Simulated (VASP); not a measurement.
Input of a VASP 6.6.1 run:

Contents of INCAR:

```
PREC = Accurate
ENCUT = 520
EDIFF = 1E-6
ISMEAR = 1
SIGMA = 0.05
LREAL = F
LASPH = T
NELM = 100
ALGO = Normal
ISIF = 2
LWAVE = F
LCHARG = F
GGA = CA
NBANDS = 10
```

The input KPOINTS:

```
Automatic mesh
0
Gamma
  11 11 11
```

The input POSCAR:

```
Ir
1.0
    0.0000000000      1.9062004166      1.9062004166
    1.9062004166      0.0000000000      1.9062004166
    1.9062004166      1.9062004166      0.0000000000
Ir
1
Direct
    0.0000000000      0.0000000000      0.0000000000
```

Potentials or basis: VASP PAW LDA potentials, release 64 (Ir).

Run with:

```sh
$ cat potpaw_LDA.64/Ir/POTCAR > POTCAR
$ mpirun -np 1 vasp_std > vasp.out
```

Task: Estimate the pressure.

Result: 2.6 GPa.
